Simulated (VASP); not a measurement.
# Sb (I4/mmm) in VASP: notebook

Runs on Sb. Level: PBE. Tasks: single point.

All numbers are computed with VASP 6.6.1; they aren't measurements. Logs are shortened: lines on timing, memory, paths and dates and some standing lists are left out, and cuts for length are marked.

## (1) The cell of the first run

Symmetry: I4/mmm, No. 139, tetragonal system. Conventional cell: a = 2.950 Å, b = 2.950 Å, c = 4.960 Å, α = 90.00°, β = 90.00°, γ = 90.00°. Sb (site symmetry 4/mmm) has 12 Sb at 2.95 to 3.24 Å within 3.9 Å.

## (2) Single point, PBE (equal xx and yy strain of -2 %)

INCAR reads:

```
PREC = Accurate
ENCUT = 520
EDIFF = 1E-6
ISMEAR = -1
SIGMA = 0.05
LREAL = F
LASPH = T
NELM = 100
ALGO = Normal
ISIF = 2
LWAVE = F
LCHARG = F
GGA = PE
NBANDS = 8
```

KPOINTS reads:

```
Automatic mesh
0
Gamma
  19 19 19
```

POSCAR reads:

```
Sb
1.0
   -1.4749000000      1.4749000000      2.4800000000
    1.4749000000     -1.4749000000      2.4800000000
    1.4749000000      1.4749000000     -2.4800000000
Sb
1
Direct
    0.0000000000      0.0000000000      0.0000000000
```

Potentials or basis: VASP PAW PBE potentials, release 64 (Sb).

Run with:

```bash
$ cat potpaw_PBE.64/Sb/POTCAR > POTCAR
$ mpirun -np 1 vasp_std > vasp.out
```

OUTCAR:

```text
PREC = Accurate
   ENCUT = 520
   EDIFF = 1E-6
   ISMEAR = -1
   LREAL = F
   LASPH = T
   NELM = 100
   ISIF = 2
   GGA = PE

 ion  position               nearest neighbor table
   1  0.000  0.000  0.000-

  LATTYP: Found a body centered tetragonal cell.
 ALAT       =     2.9498000000
 C/A-ratio  =     1.6814699302

  Lattice vectors:

 A1 = (  -1.4749000000,   1.4749000000,   2.4800000000)
 A2 = (   1.4749000000,  -1.4749000000,   2.4800000000)
 A3 = (   1.4749000000,   1.4749000000,  -2.4800000000)

Analysis of symmetry for initial positions (statically):
=====================================================================
 Subroutine PRICEL returns:
 Original cell was already a primitive cell.

 Routine SETGRP: Setting up the symmetry group for a
 body centered tetragonal supercell.

 Subroutine GETGRP returns: Found 16 space group operations
 (whereof 16 operations were pure point group operations)
 out of a pool of 16 trial point group operations.

The static configuration has the point symmetry D_4h.

Analysis of symmetry for dynamics (positions and initial velocities):
=====================================================================
 Subroutine PRICEL returns:
 Original cell was already a primitive cell.

 Routine SETGRP: Setting up the symmetry group for a
 body centered tetragonal supercell.

 Subroutine GETGRP returns: Found 16 space group operations
 (whereof 16 operations were pure point group operations)
 out of a pool of 16 trial point group operations.

The dynamic configuration has the point symmetry D_4h.

 Subroutine INISYM returns: Found 16 space group operations
 (whereof 16 operations are pure point group operations),
 and found     1 'primitive' translations

----------------------------------------------------------------------------------------

                                     Primitive cell

  volume of cell :      21.5793

  direct lattice vectors                    reciprocal lattice vectors
    -1.474900000  1.474900000  2.480000000     0.000000000  0.339006034  0.201612903
     1.474900000 -1.474900000  2.480000000     0.339006034  0.000000000  0.201612903
     1.474900000  1.474900000 -2.480000000     0.339006034  0.339006034  0.000000000

  length of vectors
     3.240533910  3.240533910  3.240533910     0.394427248  0.394427248  0.479426931

  position of ions in fractional coordinates (direct lattice)
     0.000000000  0.000000000  0.000000000

  ion indices of the primitive-cell ions
   primitive index   ion index
                 1           1

----------------------------------------------------------------------------------------

 KPOINTS: Automatic mesh

Automatic generation of k-mesh.
 Grid dimensions read from file:
 generate k-points for:   19   19   19

 Generating k-lattice:

  Cartesian coordinates                     Fractional coordinates (reciprocal lattice)
     0.000000000  0.017842423  0.010611205     0.052631579  0.000000000  0.000000000
     0.017842423  0.000000000  0.010611205     0.000000000  0.052631579  0.000000000
     0.017842423  0.017842423  0.000000000     0.000000000  0.000000000  0.052631579

  Length of vectors
     0.020759329  0.020759329  0.025232996

  Shift w.r.t. Gamma in fractional coordinates (k-lattice)
     0.000000000  0.000000000  0.000000000

 Subroutine IBZKPT returns following result:
 ===========================================

 Found    550 irreducible k-points:

 Following reciprocal coordinates:
            Coordinates               Weight
  0.000000  0.000000  0.000000      1.000000
  0.052632 -0.000000  0.000000      8.000000
  0.105263 -0.000000  0.000000      8.000000
  0.157895 -0.000000  0.000000      8.000000
  0.210526 -0.000000  0.000000      8.000000
  0.263158 -0.000000  0.000000      8.000000
[... 16 lines left out ...]
 -0.315789  0.052632 -0.000000     16.000000
 -0.263158  0.052632 -0.000000     16.000000
 [... further k-points ...]
   k-points           NKPTS =    550   k-points in BZ     NKDIM =    550   number of bands    NBANDS=      8
   number of dos      NEDOS =    301   number of ions     NIONS =      1
   total plane-waves  NPLWV =  13824
   dimension x,y,z NGX =    24 NGY =   24 NGZ =   24
   dimension x,y,z NGXF=    48 NGYF=   48 NGZF=   48
   ions per type =               1
   NGX,Y,Z   is equivalent  to a cutoff of  12.31, 12.31, 12.31 a.u.
   NGXF,Y,Z  is equivalent  to a cutoff of  24.62, 24.62, 24.62 a.u.
 SYSTEM =  unknown system
   PREC   = accura    normal or accurate (medium, high low for compatibility)
   ISTART =      0    job   : 0-new  1-cont  2-samecut
   ICHARG =      2    charge: 1-file 2-atom 10-const
   ISPIN  =      1    spin polarized calculation?
   LNONCOLLINEAR =      F non collinear calculations
   LSORBIT =      F    spin-orbit coupling
   LASPH  =      T    aspherical Exc in radial PAW
   ENCUT  =  520.0 eV  38.22 Ry    6.18 a.u.   6.03  6.03  6.03*2*pi/ulx,y,z
   NELM   =    100;   NELMIN=  2; NELMDL= -5     # of ELM steps
   EDIFF  = 0.1E-05   stopping-criterion for ELM
   LREAL  =      F    real-space projection
   EDIFFG = 0.1E-04   stopping-criterion for IOM
   NSW    =      0    number of steps for IOM
   IBRION =     -1    ionic relax: 0-MD 1-quasi-New 2-CG
   NFREE  =      0    steps in history (QN), initial steepest desc. (CG)
   ISIF   =      2    stress and relaxation
   ISYM   =      2    0-nonsym 1-usesym 2-fastsym
   POTIM  = 0.5000    time-step for ionic-motion
   TEBEG  =    0.0;   TEEND  =   0.0 temperature during run
   PSTRESS=    0.0 pullay stress
   NELECT =       5.0000    total number of electrons
   NUPDOWN=      -1.0000    fix difference up-down
   EMIN   =  10.00;   EMAX   =-10.00  energy-range for DOS
   EFERMI =   0.00;   METHOD = LEGACY
   ISMEAR =    -1;   SIGMA  =   0.05  broadening in eV -4-tet -1-fermi 0-gaus
   EFERMI_NEDOS =   21; number of points for ismear=-14 and -15
   IALGO  =     38    algorithm
   IMIX   =      4    mixing-type and parameters
     AMIX     =   0.40;   BMIX     =  1.00
     AMIX_MAG =   1.60;   BMIX_MAG =  1.00
  volume/ion in A,a.u.               =      21.58       145.62
  Fermi-wavevector in a.u.,A,eV,Ry     =   1.005509  1.900136 13.756143  1.011048
  Thomas-Fermi vector in A             =   2.138193
   LORBIT       =      0    0 simple, 1 ext, 2 COOP (PROOUT), +10 PAW based schemes
   GGA     = PE    functional components
   LHFCALC =     F    Hartree Fock is set to
   AEXX    =    0.0000 exact exchange contribution
   IVDW    =     0    specifies the selected vdW correction
   LEPSILON=     F    determine dielectric tensor
   LRPA    =     F    only Hartree local field effects (RPA)
 non-spin polarized calculation
  energy-cutoff  :      520.00
  volume of cell :       21.58
 maximum number of plane-waves:       605
   NGX = 11   NGY = 11   NGZ = 11

 number of electron       5.0000000 magnetization

 Free energy of the ion-electron system (eV)
  ---------------------------------------------------
  ext. energy  EPLUGINS =         0.00000000
  ---------------------------------------------------
  free energy    TOTEN  =        -3.45771685 eV

  energy without entropy =       -3.45285743  energy(sigma->0) =       -3.45528714

 E-fermi :  11.7685     XC(G=0): -11.2236

 val. band max:       11.7678057438   @ k =   0.2632   0.2632   0.1579
 cond. band min:      11.7689392276   @ k =   0.4211   0.2105   0.0526
 fundamental gap:      0.0011334838
 Fermi energy:        11.7684650914

 k-point     1 :       0.0000    0.0000    0.0000
  band No.  band energies     occupation
      1      -3.1831      2.00000
      2      18.4613      0.00000
      3      18.8635      0.00000
      4      18.8635      0.00000
      5      21.9592      0.00000
      6      22.2182      0.00000
      7      23.1307      0.00000
      8      23.1307      0.00000

 k-point     2 :       0.0526   -0.0000    0.0000
  band No.  band energies     occupation
      1      -3.1152      2.00000
      2      17.9701      0.00000
      3      18.3617      0.00000
      4      18.8276      0.00000
      5      21.5707      0.00000
      6      22.2963      0.00000
      7      23.0217      0.00000
      8      23.2585      0.00000

 k-point     3 :       0.1053   -0.0000    0.0000
  band No.  band energies     occupation
      1      -2.9116      2.00000
      2      16.3448      0.00000
      3      17.7716      0.00000
      4      18.7366      0.00000
      5      21.0340      0.00000
      6      22.0460      0.00000
      7      23.4524      0.00000
      8      23.6202      0.00000

 k-point     4 :       0.1579   -0.0000    0.0000
  band No.  band energies     occupation
      1      -2.5723      2.00000
      2      14.4288      0.00000
      3      17.0847      0.00000
      4      18.6273      0.00000
      5      20.5143      0.00000
      6      21.7577      0.00000
      7      24.1602      0.00000
      8      24.2859      0.00000

 k-point     5 :       0.2105   -0.0000    0.0000
  band No.  band energies     occupation
      1      -2.0978      2.00000
      2      12.4815      0.00000
      3      16.3899      0.00000
      4      18.5327      0.00000
      5      20.0180      0.00000
      6      21.6117      0.00000
      7      24.7589      0.00000
      8      25.2254      0.00000
[... 177 lines left out ...]
 k-point    22 :      -0.3684    0.0526   -0.0000
  band No.  band energies     occupation
      1      -0.0658      2.00000
      2       7.6041      2.00000
      3      14.6648      0.00000
      4      18.1275      0.00000
      5      19.2707      0.00000
      6      21.7210      0.00000
      7      23.4996      0.00000
      8      25.0917      0.00000

 k-point    23 :      -0.3158    0.0526   -0.0000
  band No.  band energies     occupation
      1      -0.8921      2.00000
      2       9.2996      2.00000
      3      15.0982      0.00000
      4      18.1699      0.00000
      5      19.5696      0.00000
      6      22.0819      0.00000
      7      23.5804      0.00000
      8      25.1901      0.00000

 k-point    24 :      -0.2632    0.0526   -0.0000
  band No.  band energies     occupation
      1      -1.5967      2.00000
      2      11.1169      2.00000
      3      15.6436      0.00000
      4      18.2328      0.00000
      5      19.9310      0.00000
      6      22.2536      0.00000
      7      24.0120      0.00000
      8      24.4737      0.00000

 [... further k-points ...]
[... 5 lines left out ...]
  --------------------------------------------------------------------------------------
  -------------------------------------------------------------------------------------
  Total        3.6295514      3.6295514      3.0819626      0.0000000      0.0000000      0.0000000
  in kB      269.4801098    269.4801098    228.8237651      0.0000000      0.0000000      0.0000000
  external PRESSURE =     255.9279949 kB  Pullay stress =       0.0000000 kB

 VOLUME and BASIS-vectors are now :
 -----------------------------------------------------------------------------
  energy-cutoff  :      520.00
  volume of cell :       21.58
      direct lattice vectors                 reciprocal lattice vectors
    -1.474900000  1.474900000  2.480000000     0.000000000  0.339006034  0.201612903
     1.474900000 -1.474900000  2.480000000     0.339006034  0.000000000  0.201612903
     1.474900000  1.474900000 -2.480000000     0.339006034  0.339006034  0.000000000

 POSITION                                       TOTAL-FORCE (eV/Angst)
 -----------------------------------------------------------------------------------
      0.00000      0.00000      0.00000         0.000000     -0.000000     -0.000000
 -----------------------------------------------------------------------------------
    total drift:                                0.000000     -0.000000      0.000000

  FREE ENERGIE OF THE ION-ELECTRON SYSTEM (eV)
  ---------------------------------------------------
  free  energy   TOTEN  =        -3.4577168501 eV

  energy  without entropy=       -3.4528574337  energy(sigma->0) =       -3.45528714
```

Run time: 23 s. Hardware: 1 thread of Intel Xeon 6975P-C (Granite Rapids), shared host; peak memory 0.21 GiB.

What came out:

```yaml
Free_energy: -3.4577 eV
Pressure: 25.6 GPa
```

Levels at points of the mesh, in eV from the Fermi level:
| k point | band 1 | band 2 | band 3 | band 4 | band 5 | band 6 |
| --- | --- | --- | --- | --- | --- | --- |
| (0.00, 0.00, 0.00) | -14.95 | 6.69 | 7.10 | 7.10 | 10.19 | 10.45 |

Caveat: the cell differs from its parent crystal (equal xx and yy strain of -2 %); spin-orbit coupling is left out, which moves the levels of the heavy elements.

## (3) Single point, PBE (equal xx and yy strain of +1 %)

INCAR reads:

```
PREC     = Accurate       # precision mode
ENCUT    = 520            # plane-wave cutoff, eV
EDIFF    = 1E-6           # SCF threshold, eV
ISMEAR   = -1             # smearing method
SIGMA    = 0.05           # smearing width, eV
LREAL    = False          # projectors in reciprocal space
LASPH    = True           # aspherical terms in the spheres
NELM     = 60             # most SCF steps
ALGO     = Normal         # electronic algorithm
ISIF     = 2              # what is computed and relaxed
LWAVE    = False          # write WAVECAR
LCHARG   = True           # write CHGCAR
GGA      = PE             # functional
LELF     = True           # ELF
LVHAR    = True         
NBANDS   = 8              # bands
```

KPOINTS is that of step 2.

POSCAR reads:

```
Sb
1.0
   -1.5200500000      1.5200500000      2.4800000000
    1.5200500000     -1.5200500000      2.4800000000
    1.5200500000      1.5200500000     -2.4800000000
Sb
1
Direct
    0.0000000000      0.0000000000      0.0000000000
```

Potentials or basis: VASP PAW PBE potentials, release 64 (Sb).

Run with:

```bash
$ cat potpaw_PBE.64/Sb/POTCAR > POTCAR
$ mpirun -np 1 vasp_std > vasp.out
```

It took 25 s on 1 thread of Intel Xeon 6975P-C (Granite Rapids), shared host; peak memory 0.22 GiB.

Results (log left out):

```
Free energy : -3.6394 eV
Pressure    : 16.4 GPa
```

Stress tensor (GPa, compression positive):
```
16.87  0.00  0.00
 0.00 16.87  0.00
 0.00  0.00 15.60
```

Levels at points of the mesh, in eV from the Fermi level:
```tsv
k point	band 1	band 2	band 3	band 4	band 5
(0.00, 0.00, 0.00)	-14.37	6.34	6.56	6.56	10.00
```

Caveat: the cell differs from its parent crystal (equal xx and yy strain of +1 %); spin-orbit coupling is left out, which moves the levels of the heavy elements.

## (4) Single point, PBE (equal xx and yy strain of +3 %)

INCAR reads:

```
SYSTEM = Sb
  PREC = Accurate
  ENCUT = 520
  EDIFF = 1E-7
  ISMEAR = -1
  SIGMA = 0.05
  LREAL = .FALSE.
  LASPH = .TRUE.
  NELM = 60
  ALGO = Normal
  ISIF = 2
  LWAVE = .FALSE.
  LCHARG = .FALSE.
  GGA = PE
  NBANDS = 8
```

KPOINTS reads:

```
regular mesh
0
G
  19 19 19
  0 0 0
```

POSCAR reads:

```
Sb
1.0
   -1.5501500000      1.5501500000      2.4800000000
    1.5501500000     -1.5501500000      2.4800000000
    1.5501500000      1.5501500000     -2.4800000000
Sb
1
Direct
    0.0000000000      0.0000000000      0.0000000000
```

Run with:

```bash
$ cat potpaw_PBE.64/Sb/POTCAR > POTCAR
$ mpirun -np 1 vasp_std > vasp.out
```

Run time: 63 s. Hardware: 1 thread of Intel Xeon 6975P-C (Granite Rapids), shared host; peak memory 0.23 GiB.

Results (log left out):

* Free energy: -3.7201 eV
* Pressure: 11.7 GPa

Stress tensor (GPa, compression positive):
```
11.61  0.00  0.00
 0.00 11.61  0.00
 0.00  0.00 11.93
```

Levels at points of the mesh, in eV from the Fermi level:
| k point | band 1 | band 2 | band 3 | band 4 | band 5 | band 6 |
| --- | --- | --- | --- | --- | --- | --- |
| (0.00, 0.00, 0.00) | -13.98 | 6.11 | 6.26 | 6.26 | 9.93 | 10.36 |

Caveat: the cell differs from its parent crystal (equal xx and yy strain of +3 %); spin-orbit coupling is left out, which moves the levels of the heavy elements.

## (5) Overview

```tsv
cell	gap on the mesh (eV)	pressure (GPa)
a = 3.241 Å, angles 125.9, 125.9, 80.1°, 1 atom	none	25.6
a = 3.282 Å, angles 124.8, 124.8, 81.8°, 1 atom	none	16.4
a = 3.310 Å, angles 124.1, 124.1, 83.0°, 1 atom	none	11.7
```

Alike in all rows: task single point; level PBE; potentials or basis VASP PAW PBE potentials, release 64 (Sb); no spin polarisation; k mesh 19 × 19 × 19; cutoff (eV) 520; smearing fermi-dirac 0.05 eV.

Caveats: spin-orbit coupling is left out, which moves the levels of the heavy elements.

Absolute energies hang on the potentials; compare differences alone.
